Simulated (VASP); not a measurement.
# AlN (I-4m2) in VASP: notebook

The runs below take AlN through single point, with PBE.

Everything below comes from runs of VASP 6.6.1. Logs are shortened: lines on timing, memory, paths and dates and some standing lists are left out, and cuts for length are marked.

**1. The cell of the first run**

Symmetry: I-4m2, No. 119, tetragonal system. The conventional cell has a = 2.966 Å, b = 2.966 Å, c = 4.537 Å, α = 90.00°, β = 90.00°, γ = 90.00°. Within 2.5 Å of Al (site symmetry -4m2) lie 4 N at 1.87 Å. Within 2.5 Å of N (site symmetry -4m2) lie 4 Al at 1.87 Å.

**2. Single point, PBE (epitaxial xy strain -4.0%)**

INCAR

```
ALGO = Normal
EDIFF = 1E-6
ENCUT = 520
GGA = PE
ISIF = 2
ISMEAR = -1
LASPH = True
LCHARG = False
LREAL = False
LWAVE = False
NBANDS = 11
NELM = 60
PREC = Accurate
SIGMA = 0.02
```

KPOINTS

```
k-points
0
Gamma
  10 10 10
```

POSCAR

```
AlN
1.0
    0.0000000000      2.0974813560      2.2683174736
    2.0974813560      0.0000000000      2.2683174736
    2.0974813560      2.0974813560      0.0000000000
Al N
1 1
Direct
    0.0000000000      0.0000000000      0.0000000000
    0.2500000000      0.2500000000      0.2500000000
```

Potentials or basis: VASP PAW PBE potentials, release 64 (Al, N).

The run is started by

```
> cat potpaw_PBE.64/Al/POTCAR potpaw_PBE.64/N/POTCAR > POTCAR
> mpirun -np 1 vasp_std > vasp.out
```

OUTCAR:

```text
EDIFF = 1E-6
   ENCUT = 520
   GGA = PE
   ISIF = 2
   ISMEAR = -1
   LASPH = True
   LREAL = False
   NELM = 60
   PREC = Accurate

 ion  position               nearest neighbor table
   1  0.000  0.000  0.000-   2 1.87   2 1.87   2 1.87   2 1.87
   2  0.250  0.250  0.250-   1 1.87   1 1.87   1 1.87   1 1.87

  LATTYP: Found a body centered tetragonal cell.
 ALAT       =     2.9662865805
 C/A-ratio  =     1.5293987361

  Lattice vectors:

 A1 = (  -2.0974813560,   0.0000000000,   2.2683174736)
 A2 = (   2.0974813560,   0.0000000000,   2.2683174736)
 A3 = (   0.0000000000,   2.0974813560,  -2.2683174736)

Analysis of symmetry for initial positions (statically):
=====================================================================
 Subroutine PRICEL returns:
 Original cell was already a primitive cell.

 Routine SETGRP: Setting up the symmetry group for a
 body centered tetragonal supercell.

 Subroutine GETGRP returns: Found  8 space group operations
 (whereof  8 operations were pure point group operations)
 out of a pool of 16 trial point group operations.

The static configuration has the point symmetry D_2d.

Analysis of symmetry for dynamics (positions and initial velocities):
=====================================================================
 Subroutine PRICEL returns:
 Original cell was already a primitive cell.

 Routine SETGRP: Setting up the symmetry group for a
 body centered tetragonal supercell.

 Subroutine GETGRP returns: Found  8 space group operations
 (whereof  8 operations were pure point group operations)
 out of a pool of 16 trial point group operations.

The dynamic configuration has the point symmetry D_2d.

 Subroutine INISYM returns: Found  8 space group operations
 (whereof  8 operations are pure point group operations),
 and found     1 'primitive' translations

----------------------------------------------------------------------------------------

                                     Primitive cell

  volume of cell :      19.9586

  direct lattice vectors                    reciprocal lattice vectors
     0.000000000  2.097481356  2.268317474    -0.238381142  0.238381142  0.220427698
     2.097481356  0.000000000  2.268317474     0.238381142 -0.238381142  0.220427698
     2.097481356  2.097481356  0.000000000     0.238381142  0.238381142 -0.220427698

  length of vectors
     3.089448527  3.089448527  2.966286580     0.402789657  0.402789657  0.402789657
[... 87 lines left out ...]
   ISIF   =      2    stress and relaxation
   ISYM   =      2    0-nonsym 1-usesym 2-fastsym
   POTIM  = 0.5000    time-step for ionic-motion
   TEBEG  =    0.0;   TEEND  =   0.0 temperature during run
   PSTRESS=    0.0 pullay stress
   NELECT =       8.0000    total number of electrons
   NUPDOWN=      -1.0000    fix difference up-down
   EMIN   =  10.00;   EMAX   =-10.00  energy-range for DOS
   EFERMI =   0.00;   METHOD = LEGACY
   ISMEAR =    -1;   SIGMA  =   0.02  broadening in eV -4-tet -1-fermi 0-gaus
   EFERMI_NEDOS =   21; number of points for ismear=-14 and -15
   IALGO  =     38    algorithm
   IMIX   =      4    mixing-type and parameters
     AMIX     =   0.40;   BMIX     =  1.00
     AMIX_MAG =   1.60;   BMIX_MAG =  1.00
  volume/ion in A,a.u.               =       9.98        67.34
  Fermi-wavevector in a.u.,A,eV,Ry     =   1.207058  2.281009 19.823539  1.456989
  Thomas-Fermi vector in A             =   2.342707
   LORBIT       =      0    0 simple, 1 ext, 2 COOP (PROOUT), +10 PAW based schemes
   GGA     = PE    functional components
   LHFCALC =     F    Hartree Fock is set to
   AEXX    =    0.0000 exact exchange contribution
   IVDW    =     0    specifies the selected vdW correction
   LEPSILON=     F    determine dielectric tensor
   LRPA    =     F    only Hartree local field effects (RPA)
 non-spin polarized calculation
  energy-cutoff  :      520.00
  volume of cell :       19.96
 maximum number of plane-waves:       549
   NGX = 11   NGY = 11   NGZ = 11

 number of electron       7.9999999 magnetization

 Free energy of the ion-electron system (eV)
  ---------------------------------------------------
  ext. energy  EPLUGINS =         0.00000000
  ---------------------------------------------------
  free energy    TOTEN  =       -14.75015036 eV

  energy without entropy =      -14.75015036  energy(sigma->0) =      -14.75015036

 E-fermi :   6.9821     XC(G=0): -11.1281

 val. band max:        6.5782052795   @ k =  -0.1000   0.1000   0.0000
 cond. band min:       9.6436550649   @ k =   0.5000   0.0000   0.5000
 fundamental gap:      3.0654497854
 Fermi energy:         6.9820799933

 k-point     1 :       0.0000    0.0000    0.0000
  band No.  band energies     occupation
      1      -8.8384      2.00000
      2       6.1524      2.00000
      3       6.5408      2.00000
      4       6.5408      2.00000
      5      10.9495      0.00000
      6      19.3878      0.00000
      7      19.3878      0.00000
      8      19.4325      0.00000
      9      22.8330      0.00000
     10      24.0760      0.00000
     11      25.7713      0.00000
[... 309 lines left out ...]
 k-point    24 :       0.4000    0.3000    0.0000
  band No.  band energies     occupation
      1      -6.8863      2.00000
      2       1.8572      2.00000
      3       4.8988      2.00000
      4       5.3680      2.00000
      5      11.5237      0.00000
      6      16.8910      0.00000
      7      18.3123      0.00000
      8      21.9319      0.00000
      9      22.3319      0.00000
     10      28.8344      0.00000
     11      30.5139      0.00000

 [... further k-points ...]

------------------------ aborting loop because EDIFF is reached ----------------------------------------

  FORCE on cell =-STRESS in cart. coord.  units (eV):
  Direction    XX          YY          ZZ          XY          YZ          ZX
  --------------------------------------------------------------------------------------
  -------------------------------------------------------------------------------------
  Total        2.2744296      2.2744296      0.6607774      0.0000000     -0.0000000     -0.0000000
  in kB      182.5799264    182.5799264     53.0439338      0.0000000     -0.0000000     -0.0000000
  external PRESSURE =     139.4012622 kB  Pullay stress =       0.0000000 kB

 VOLUME and BASIS-vectors are now :
 -----------------------------------------------------------------------------
  energy-cutoff  :      520.00
  volume of cell :       19.96
      direct lattice vectors                 reciprocal lattice vectors
     0.000000000  2.097481356  2.268317474    -0.238381142  0.238381142  0.220427698
     2.097481356  0.000000000  2.268317474     0.238381142 -0.238381142  0.220427698
     2.097481356  2.097481356  0.000000000     0.238381142  0.238381142 -0.220427698

 POSITION                                       TOTAL-FORCE (eV/Angst)
 -----------------------------------------------------------------------------------
      0.00000      0.00000      0.00000         0.000000      0.000000      0.000000
      1.04874      1.04874      1.13416        -0.000000     -0.000000      0.000000
 -----------------------------------------------------------------------------------
    total drift:                                0.000000      0.000000     -0.000000

  FREE ENERGIE OF THE ION-ELECTRON SYSTEM (eV)
  ---------------------------------------------------
  free  energy   TOTEN  =       -14.7501503590 eV

  energy  without entropy=      -14.7501503590  energy(sigma->0) =      -14.75015036
```

OSZICAR:

```text
N       E                     dE             d eps       ncg     rms          rms(c)
DAV:   1     0.120921874475E+02    0.12092E+02   -0.39116E+03  2276   0.611E+02
DAV:   2    -0.162896975321E+02   -0.28382E+02   -0.27116E+02  2717   0.139E+02
DAV:   3    -0.172038427571E+02   -0.91415E+00   -0.91280E+00  2767   0.243E+01
DAV:   4    -0.172086646926E+02   -0.48219E-02   -0.48216E-02  2550   0.190E+00
DAV:   5    -0.172087228374E+02   -0.58145E-04   -0.58145E-04  2751   0.201E-01    0.882E+00
DAV:   6    -0.147643321075E+02    0.24444E+01   -0.11634E+01  2629   0.174E+01    0.288E+00
DAV:   7    -0.147567504878E+02    0.75816E-02   -0.19818E-01  2538   0.338E+00    0.211E+00
DAV:   8    -0.147514732716E+02    0.52772E-02   -0.27209E-02  2493   0.155E+00    0.578E-01
DAV:   9    -0.147500976175E+02    0.13757E-02   -0.39330E-03  2694   0.375E-01    0.233E-01
DAV:  10    -0.147501375893E+02   -0.39972E-04   -0.37774E-04  2508   0.127E-01    0.241E-02
DAV:  11    -0.147501503764E+02   -0.12787E-04   -0.12172E-05  2628   0.267E-02    0.146E-02
DAV:  12    -0.147501503590E+02    0.17365E-07   -0.21175E-07  1647   0.379E-03
   1 F= -.14750150E+02 E0= -.14750150E+02  d E =-.883182E-11
```

Wall time 24 s (1 thread of Intel Xeon 8259CL, shared host); peak memory 0.14 GiB.

Results:

```yaml
Free_energy: -14.7502 eV
Pressure: 13.9 GPa
Band_gap_on_the_k_mesh: 3.07 eV, indirect (least direct gap 4.41 eV)
```

Caveat: the cell differs from its parent crystal (epitaxial xy strain -4.0%). A k mesh can miss the band edges.

**3. Single point, PBE (epitaxial xy strain -3.0%)**

INCAR

```
PREC     = Accurate       # precision mode
ENCUT    = 520            # plane-wave cutoff, eV
EDIFF    = 1E-7           # SCF threshold, eV
ISMEAR   = -1             # smearing method
SIGMA    = 0.02           # smearing width, eV
LREAL    = F              # projectors in reciprocal space
LASPH    = T              # aspherical terms in the spheres
NELM     = 100            # most SCF steps
ALGO     = Normal         # electronic algorithm
ISIF     = 2              # what is computed and relaxed
LWAVE    = F              # write WAVECAR
LCHARG   = F              # write CHGCAR
GGA      = PE             # functional
NBANDS   = 11             # bands
```

KPOINTS

```
regular mesh
0
Gamma
  10 10 10
```

POSCAR

```
AlN
1.0
    0.0000000000      2.1193301201      2.2489384552
    2.1193301201      0.0000000000      2.2489384552
    2.1193301201      2.1193301201      0.0000000000
Al N
1 1
Direct
    0.0000000000      0.0000000000      0.0000000000
    0.2500000000      0.2500000000      0.2500000000
```

Potentials or basis: VASP PAW PBE potentials, release 64 (Al, N).

The run is started by

```
> cat potpaw_PBE.64/Al/POTCAR potpaw_PBE.64/N/POTCAR > POTCAR
> mpirun -np 1 vasp_std > vasp.out
```

Wall time 25 s (1 thread of Intel Xeon 8259CL, shared host); peak memory 0.14 GiB.

It converged, with:

| Item | Value |
| --- | --- |
| Free energy | -14.7870 eV |
| Pressure | 11.2 GPa |
| Band gap on the k mesh | 3.13 eV, indirect (least direct gap 4.35 eV) |

Stress tensor (GPa, compression positive):
```
14.31  0.00  0.00
 0.00 14.31  0.00
 0.00  0.00  5.03
```

Levels at points of the mesh, in eV from the valence-band top:
```
           k point  band 1  band 2  band 3  band 4  band 5  band 6  band 7  band 8
(0.00, 0.00, 0.00)  -15.29   -0.31   -0.02   -0.02    4.33   12.74   12.74   12.78
(0.50, 0.00, 0.00)  -13.14   -6.11   -0.88   -0.34    7.36    9.95   10.89   11.79
(0.50, 0.50, 0.00)  -12.66   -5.51   -1.59   -1.59    3.43    9.28   13.52   16.32
(0.50, 0.00, 0.50)  -12.39   -4.93   -2.10   -2.08    3.13    8.37   14.57   14.91
```

Caveat: the cell differs from its parent crystal (epitaxial xy strain -3.0%). A k mesh can miss the band edges.

**4. Single point, PBE (epitaxial xy strain -2.0%)**

INCAR

```
SYSTEM = AlN
PREC = Accurate ; ENCUT = 520
EDIFF = 1E-7 ; ISMEAR = -1
SIGMA = 0.02 ; LREAL = .False.
LASPH = .True. ; NELM = 100
ALGO = Normal ; ISIF = 2
LWAVE = .False. ; LCHARG = .False.
GGA = PE ; NBANDS = 11
```

KPOINTS

```
Automatic mesh
0
Gamma
  10 10 10
  0 0 0
```

POSCAR

```
AlN
1.0
    0.0000000000      2.1411788842      2.2285739407
    2.1411788842      0.0000000000      2.2285739407
    2.1411788842      2.1411788842      0.0000000000
Al N
1 1
Direct
    0.0000000000      0.0000000000      0.0000000000
    0.2500000000      0.2500000000      0.2500000000
```

The run is started by

```
> cat potpaw_PBE.64/Al/POTCAR potpaw_PBE.64/N/POTCAR > POTCAR
> mpirun -np 1 vasp_std > vasp.out
```

Wall time 25 s (1 thread of Intel Xeon 8259CL, shared host); peak memory 0.14 GiB.

It converged, with:

* Free energy: -14.8139 eV
* Pressure: 8.7 GPa
* Band gap on the k mesh: 3.20 eV, indirect (least direct gap 4.30 eV)

Stress tensor (GPa, compression positive):
```
10.68  0.00  0.00
 0.00 10.68  0.00
 0.00  0.00  4.78
```

Levels at points of the mesh, in eV from the valence-band top:
| k point | band 2 | band 3 | band 4 | band 5 | band 6 | band 7 |
| --- | --- | --- | --- | --- | --- | --- |
| (0.00, 0.00, 0.00) | -0.19 | -0.01 | -0.01 | 4.29 | 12.67 | 12.67 |
| (0.50, 0.00, 0.00) | -6.01 | -0.73 | -0.38 | 7.41 | 9.93 | 10.92 |
| (0.50, 0.50, 0.00) | -5.29 | -1.64 | -1.64 | 3.39 | 9.07 | 13.66 |
| (0.50, 0.00, 0.50) | -4.91 | -1.98 | -1.97 | 3.20 | 8.45 | 14.37 |

Caveat: the cell differs from its parent crystal (epitaxial xy strain -2.0%). A k mesh can miss the band edges.

**5. Summary**

```tsv
cell	gap on the mesh (eV)	pressure (GPa)
a = 3.089, b = 3.089, c = 2.966 Å, angles 61.3, 61.3, 57.4°, 2 atoms	3.07	13.9
a = 3.090, b = 3.090, c = 2.997 Å, angles 61.0, 61.0, 58.0°, 2 atoms	3.13	11.2
a = 3.090, b = 3.090, c = 3.028 Å, angles 60.7, 60.7, 58.7°, 2 atoms	3.20	8.7
```

Alike in all rows: task single point; level PBE; potentials or basis VASP PAW PBE potentials, release 64 (Al, N); no spin polarisation; k mesh 10 × 10 × 10; cutoff (eV) 520; smearing fermi-dirac 0.02 eV.

Total energies depend on the potentials used, so only differences within one code and one set of settings carry meaning.
